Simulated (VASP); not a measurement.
# As (Pm-3m) in VASP: further runs

Runs on As. Level: r2SCAN. Tasks: single point.

Program: VASP 6.6.1. These are calculated values, not measurements. Logs are shortened: lines on timing, memory, paths and dates and some standing lists are left out, and cuts for length are marked.

**1. The cell of the first run**

It takes space group Pm-3m (No. 221, cubic). The conventional cell has a = 2.744 Å, b = 2.744 Å, c = 2.744 Å, α = 90.00°, β = 90.00°, γ = 90.00°. Within 3.6 Å of As (site symmetry m-3m) lie 6 As at 2.74 Å.

**2. Single point, r2SCAN (volume scaled by 1.04)**

File POSCAR:

```
As
1.0
    2.7437556734      0.0000000000      0.0000000000
    0.0000000000      2.7437556734      0.0000000000
    0.0000000000      0.0000000000      2.7437556734
As
1
Direct
    0.0000000000      0.0000000000      0.0000000000
```

File INCAR.step1:

```
SYSTEM = As
  ALGO = Normal
  EDIFF = 1E-4
  ENCUT = 520
  GGA = PE
  ISMEAR = -1
  LASPH = .TRUE.
  LCHARG = .FALSE.
  LREAL = .FALSE.
  LWAVE = .TRUE.
  NBANDS = 8
  NELM = 60
  PREC = Accurate
  SIGMA = 0.1
```

File INCAR.step2:

```
SYSTEM = As
  ALGO = Normal
  EDIFF = 1E-6
  ENCUT = 520
  ISIF = 2
  ISMEAR = -1
  ISTART = 1
  LASPH = .TRUE.
  LCHARG = .FALSE.
  LMIXTAU = .TRUE.
  LREAL = .FALSE.
  LWAVE = .FALSE.
  METAGGA = R2SCAN
  NBANDS = 8
  NELM = 60
  PREC = Accurate
  SIGMA = 0.1
```

File KPOINTS:

```
k-points
0
G
  13 13 13
  0 0 0
```

Potentials or basis: VASP PAW PBE potentials, release 64 (As).

On the command line:

```
cat potpaw_PBE.64/As/POTCAR > POTCAR
cp INCAR.step1 INCAR
mpirun -np 1 vasp_std > vasp.out
cp INCAR.step2 INCAR
mpirun -np 1 vasp_std > vasp.out
```

OUTCAR:

```text
SYSTEM = As
   EDIFF = 1E-6
   ENCUT = 520
   ISIF = 2
   ISMEAR = -1
   ISTART = 1
   LASPH = .TRUE.
   LREAL = .FALSE.
   METAGGA = R2SCAN
   NELM = 60
   PREC = Accurate

 ion  position               nearest neighbor table
   1  0.000  0.000  0.000-

  LATTYP: Found a simple cubic cell.
 ALAT       =     2.7437556734

  Lattice vectors:

 A1 = (   2.7437556734,   0.0000000000,   0.0000000000)
 A2 = (   0.0000000000,   2.7437556734,   0.0000000000)
 A3 = (   0.0000000000,   0.0000000000,   2.7437556734)

Analysis of symmetry for initial positions (statically):
=====================================================================
 Subroutine PRICEL returns:
 Original cell was already a primitive cell.

 Routine SETGRP: Setting up the symmetry group for a
 simple cubic supercell.

 Subroutine GETGRP returns: Found 48 space group operations
 (whereof 48 operations were pure point group operations)
 out of a pool of 48 trial point group operations.

The static configuration has the point symmetry O_h .

Analysis of symmetry for dynamics (positions and initial velocities):
=====================================================================
 Subroutine PRICEL returns:
 Original cell was already a primitive cell.

 Routine SETGRP: Setting up the symmetry group for a
 simple cubic supercell.

 Subroutine GETGRP returns: Found 48 space group operations
 (whereof 48 operations were pure point group operations)
 out of a pool of 48 trial point group operations.

The dynamic configuration has the point symmetry O_h .

 Subroutine INISYM returns: Found 48 space group operations
 (whereof 48 operations are pure point group operations),
 and found     1 'primitive' translations

----------------------------------------------------------------------------------------

                                     Primitive cell

  volume of cell :      20.6555

  direct lattice vectors                    reciprocal lattice vectors
     2.743755673  0.000000000  0.000000000     0.364463939  0.000000000  0.000000000
     0.000000000  2.743755673  0.000000000     0.000000000  0.364463939  0.000000000
     0.000000000  0.000000000  2.743755673     0.000000000  0.000000000  0.364463939

  length of vectors
     2.743755673  2.743755673  2.743755673     0.364463939  0.364463939  0.364463939

  position of ions in fractional coordinates (direct lattice)
     0.000000000  0.000000000  0.000000000

  ion indices of the primitive-cell ions
   primitive index   ion index
                 1           1
[... 68 lines left out ...]
   LSORBIT =      F    spin-orbit coupling
   LASPH  =      T    aspherical Exc in radial PAW
   ENCUT  =  520.0 eV  38.22 Ry    6.18 a.u.   5.10  5.10  5.10*2*pi/ulx,y,z
   NELM   =     60;   NELMIN=  2; NELMDL=  0     # of ELM steps
   EDIFF  = 0.1E-05   stopping-criterion for ELM
   LREAL  =      F    real-space projection
   EDIFFG = 0.1E-04   stopping-criterion for IOM
   NSW    =      0    number of steps for IOM
   IBRION =     -1    ionic relax: 0-MD 1-quasi-New 2-CG
   NFREE  =      0    steps in history (QN), initial steepest desc. (CG)
   ISIF   =      2    stress and relaxation
   ISYM   =      2    0-nonsym 1-usesym 2-fastsym
   POTIM  = 0.5000    time-step for ionic-motion
   TEBEG  =    0.0;   TEEND  =   0.0 temperature during run
   PSTRESS=    0.0 pullay stress
   NELECT =       5.0000    total number of electrons
   NUPDOWN=      -1.0000    fix difference up-down
   EMIN   =  10.00;   EMAX   =-10.00  energy-range for DOS
   EFERMI =   0.00;   METHOD = LEGACY
   ISMEAR =    -1;   SIGMA  =   0.10  broadening in eV -4-tet -1-fermi 0-gaus
   EFERMI_NEDOS =   21; number of points for ismear=-14 and -15
   IALGO  =     38    algorithm
   IMIX   =      4    mixing-type and parameters
     AMIX     =   0.40;   BMIX     =  1.00
     AMIX_MAG =   1.60;   BMIX_MAG =  1.00
  volume/ion in A,a.u.               =      20.66       139.39
  Fermi-wavevector in a.u.,A,eV,Ry     =   1.020280  1.928050 14.163276  1.040971
  Thomas-Fermi vector in A             =   2.153841
   LORBIT       =      0    0 simple, 1 ext, 2 COOP (PROOUT), +10 PAW based schemes
   METAGGA = R2SCAN    functional components
   LHFCALC =     F    Hartree Fock is set to
   AEXX    =    0.0000 exact exchange contribution
   IVDW    =     0    specifies the selected vdW correction
   LEPSILON=     F    determine dielectric tensor
   LRPA    =     F    only Hartree local field effects (RPA)
 non-spin polarized calculation
  energy-cutoff  :      520.00
  volume of cell :       20.66
 maximum number of plane-waves:       587
   NGX = 11   NGY = 11   NGZ = 11

 number of electron       5.0000001 magnetization

 Free energy of the ion-electron system (eV)
  ---------------------------------------------------
  ext. energy  EPLUGINS =         0.00000000
  ---------------------------------------------------
  free energy    TOTEN  =       -14.56250867 eV

  energy without entropy =      -14.55325665  energy(sigma->0) =      -14.55788266

 E-fermi :   5.3907     XC(G=0): -10.7203

 val. band max:        5.3628985246   @ k =   0.3077   0.2308   0.1538
 cond. band min:       5.4271850119   @ k =   0.3077   0.2308   0.2308
 fundamental gap:      0.0642864873
 Fermi energy:         5.3906903631

 k-point     1 :       0.0000    0.0000    0.0000
  band No.  band energies     occupation
      1      -9.9917      2.00000
      2       9.4614      0.00000
      3       9.4614      0.00000
      4       9.4614      0.00000
      5      14.1635      0.00000
      6      14.1635      0.00000
      7      16.4921      0.00000
      8      30.7134      0.00000
[... 243 lines left out ...]
 k-point    24 :       0.3846    0.3077    0.0000
  band No.  band energies     occupation
      1      -5.8959      2.00000
      2       1.1034      2.00000
      3       3.5347      2.00000
      4      11.9631      0.00000
      5      12.6308      0.00000
      6      19.2966      0.00000
      7      22.8331      0.00000
      8      24.4500      0.00000

 [... further k-points ...]
[... 5 lines left out ...]
  --------------------------------------------------------------------------------------
  -------------------------------------------------------------------------------------
  Total       -0.4255725     -0.4255725     -0.4255725     -0.0000000      0.0000000     -0.0000000
  in kB      -33.0101741    -33.0101741    -33.0101741     -0.0000000      0.0000000     -0.0000000
  external PRESSURE =     -33.0101741 kB  Pullay stress =       0.0000000 kB

 VOLUME and BASIS-vectors are now :
 -----------------------------------------------------------------------------
  energy-cutoff  :      520.00
  volume of cell :       20.66
      direct lattice vectors                 reciprocal lattice vectors
     2.743755673  0.000000000  0.000000000     0.364463939  0.000000000  0.000000000
     0.000000000  2.743755673  0.000000000     0.000000000  0.364463939  0.000000000
     0.000000000  0.000000000  2.743755673     0.000000000  0.000000000  0.364463939

 POSITION                                       TOTAL-FORCE (eV/Angst)
 -----------------------------------------------------------------------------------
      0.00000      0.00000      0.00000         0.000000      0.000000      0.000000
 -----------------------------------------------------------------------------------
    total drift:                               -0.000000      0.000000      0.000000

  FREE ENERGIE OF THE ION-ELECTRON SYSTEM (eV)
  ---------------------------------------------------
  free  energy   TOTEN  =       -14.5625086654 eV

  energy  without entropy=      -14.5532566505  energy(sigma->0) =      -14.55788266
```

It took 50 s on 1 thread of Intel Xeon 8259CL, shared host; peak memory 0.13 GiB.

Results:

- Free energy: -14.5625 eV
- Pressure: -3.3 GPa

Levels at points of the mesh, in eV from the Fermi level:
```tsv
k point	band 1	band 2	band 3	band 4	band 5	band 6	band 7
(0.00, 0.00, 0.00)	-15.38	4.07	4.07	4.07	8.77	8.77	11.10
```

Caveat: the cell differs from its parent crystal (volume scaled by 1.04); the PAW data sets were made with another functional, which shifts forces and pressure a little.

**3. Single point, r2SCAN (volume scaled by 1.08)**

File POSCAR:

```
As
1.0
    2.7784904452      0.0000000000      0.0000000000
    0.0000000000      2.7784904452      0.0000000000
    0.0000000000      0.0000000000      2.7784904452
As
1
Direct
    0.0000000000      0.0000000000      0.0000000000
```

File INCAR.step1:

```
  PREC = Accurate
  ENCUT = 520
  ISMEAR = -1
  SIGMA = 0.1
  LREAL = F
  LASPH = T
  NELM = 60
  NBANDS = 8
  GGA = PE
  ALGO = Normal
  EDIFF = 1E-4
  LWAVE = T
  LCHARG = F
```

File INCAR.step2:

```
  PREC = Accurate
  ENCUT = 520
  EDIFF = 1E-6
  ISMEAR = -1
  SIGMA = 0.1
  LREAL = F
  LASPH = T
  NELM = 60
  ALGO = Normal
  ISIF = 2
  LWAVE = F
  LCHARG = T
  METAGGA = R2SCAN
  LMIXTAU = T
  LELF = T
  LVHAR = T
  NBANDS = 8
  ISTART = 1
```

File KPOINTS:

```
Automatic mesh
0
Gamma
  13 13 13
```

Potentials or basis: VASP PAW PBE potentials, release 64 (As).

On the command line:

```
cat potpaw_PBE.64/As/POTCAR > POTCAR
cp INCAR.step1 INCAR
mpirun -np 1 vasp_std > vasp.out
cp INCAR.step2 INCAR
mpirun -np 1 vasp_std > vasp.out
```

Run time: 64 s. Hardware: 1 thread of Intel Xeon 8259CL, shared host; peak memory 0.15 GiB.

The run converged. Its results:

* Free energy: -14.5396 eV
* Pressure: -5.8 GPa

Levels at points of the mesh, in eV from the Fermi level:
| k point | band 1 | band 2 | band 3 | band 4 | band 5 |
| --- | --- | --- | --- | --- | --- |
| (0.00, 0.00, 0.00) | -15.04 | 3.93 | 3.93 | 3.93 | 8.76 |

Caveat: the cell differs from its parent crystal (volume scaled by 1.08); the PAW data sets were made with another functional, which shifts forces and pressure a little.

**4. Single point, r2SCAN (volume scaled by 1.12)**

File POSCAR:

```
As
1.0
    2.8123778148      0.0000000000      0.0000000000
    0.0000000000      2.8123778148      0.0000000000
    0.0000000000      0.0000000000      2.8123778148
As
1
Direct
    0.0000000000      0.0000000000      0.0000000000
```

File INCAR.step1:

```
SYSTEM = As
PREC     = Accurate       ! precision mode
ENCUT    = 520            ! plane-wave cutoff, eV
ISMEAR   = -1             ! smearing method
SIGMA    = 0.1            ! smearing width, eV
LREAL    = .FALSE.        ! projectors in reciprocal space
LASPH    = .TRUE.         ! aspherical terms in the spheres
NELM     = 100            ! most SCF steps
NBANDS   = 8              ! bands
GGA      = PE             ! functional
ALGO     = Normal         ! electronic algorithm
EDIFF    = 1E-4           ! SCF threshold, eV
LWAVE    = .TRUE.         ! write WAVECAR
LCHARG   = .FALSE.        ! write CHGCAR
```

File INCAR.step2:

```
SYSTEM = As
PREC     = Accurate       ! precision mode
ENCUT    = 520            ! plane-wave cutoff, eV
EDIFF    = 1E-6           ! SCF threshold, eV
ISMEAR   = -1             ! smearing method
SIGMA    = 0.1            ! smearing width, eV
LREAL    = .FALSE.        ! projectors in reciprocal space
LASPH    = .TRUE.         ! aspherical terms in the spheres
NELM     = 100            ! most SCF steps
ALGO     = Normal         ! electronic algorithm
ISIF     = 2              ! what is computed and relaxed
LWAVE    = .FALSE.        ! write WAVECAR
LCHARG   = .TRUE.         ! write CHGCAR
METAGGA  = R2SCAN         ! meta-GGA
LMIXTAU  = .TRUE.       
LELF     = .TRUE.         ! ELF
LVHAR    = .TRUE.       
NBANDS   = 8              ! bands
ISTART   = 1
```

File KPOINTS:

```
regular mesh
0
G
  13 13 13
  0 0 0
```

On the command line:

```
cat potpaw_PBE.64/As/POTCAR > POTCAR
cp INCAR.step1 INCAR
mpirun -np 1 vasp_std > vasp.out
cp INCAR.step2 INCAR
mpirun -np 1 vasp_std > vasp.out
```

It took 66 s on 1 thread of Intel Xeon 8259CL, shared host; peak memory 0.15 GiB.

The run converged. Its results:

* Free energy: -14.5054 eV
* Pressure: -7.9 GPa

Levels at points of the mesh, in eV from the Fermi level:
```
           k point  band 1  band 2  band 3  band 4  band 5  band 6
(0.00, 0.00, 0.00)  -14.72    3.81    3.81    3.81    8.75    8.75
```

Caveat: the cell differs from its parent crystal (volume scaled by 1.12); the PAW data sets were made with another functional, which shifts forces and pressure a little.

**5. Single point, r2SCAN**

This run uses another cell than the first one, of 19.86 Å³/atom, 0.962 times its volume.

File POSCAR:

```
As
1.0
    2.7081184491      0.0000000000      0.0000000000
    0.0000000000      2.7081184491      0.0000000000
    0.0000000000      0.0000000000      2.7081184491
As
1
Direct
    0.0000000000      0.0000000000      0.0000000000
```

File INCAR.step1:

```
SYSTEM = As
PREC = Accurate
ENCUT = 520
ISMEAR = -1
SIGMA = 0.1
LREAL = .FALSE.
LASPH = .TRUE.
NELM = 100
NBANDS = 8
GGA = PE
ALGO = Normal
EDIFF = 1E-4
LWAVE = .TRUE.
LCHARG = .FALSE.
```

File INCAR.step2:

```
SYSTEM = As
PREC = Accurate
ENCUT = 520
EDIFF = 1E-6
ISMEAR = -1
SIGMA = 0.1
LREAL = .FALSE.
LASPH = .TRUE.
NELM = 100
ALGO = Normal
ISIF = 2
LWAVE = .FALSE.
LCHARG = .FALSE.
METAGGA = R2SCAN
LMIXTAU = .TRUE.
NBANDS = 8
ISTART = 1
```

File KPOINTS:

```
Automatic mesh
0
G
  19 19 19
  0 0 0
```

On the command line:

```
cat potpaw_PBE.64/As/POTCAR > POTCAR
cp INCAR.step1 INCAR
mpirun -np 1 vasp_std > vasp.out
cp INCAR.step2 INCAR
mpirun -np 1 vasp_std > vasp.out
```

It took 2.2 min on 1 thread of Intel Xeon 8259CL, shared host; peak memory 0.15 GiB.

The run converged. Its results:

```
Free energy : -14.5581 eV
Pressure    : 0.1 GPa
```

Levels at points of the mesh, in eV from the Fermi level:
```
           k point  band 1  band 2  band 3  band 4  band 5
(0.00, 0.00, 0.00)  -15.69    4.28    4.28    4.28    8.85
```

Caveat: the PAW data sets were made with another functional, which shifts forces and pressure a little.

**6. Summary**

| cell | k mesh | gap on the mesh (eV) | pressure (GPa) |
| --- | --- | --- | --- |
| a = 2.744 Å, 1 atom | 13 × 13 × 13 | none | -3.3 |
| a = 2.778 Å, 1 atom | 13 × 13 × 13 | none | -5.8 |
| a = 2.812 Å, 1 atom | 13 × 13 × 13 | none | -7.9 |
| a = 2.708 Å, 1 atom | 19 × 19 × 19 | none | 0.1 |

Alike in all rows: task single point; level r2SCAN; potentials or basis VASP PAW PBE potentials, release 64 (As); no spin polarisation; cutoff (eV) 520; smearing fermi-dirac 0.1 eV.

Caveats: the PAW data sets were made with another functional, which shifts forces and pressure a little.

Total energies depend on the potentials used, so only differences within one code and one set of settings carry meaning.
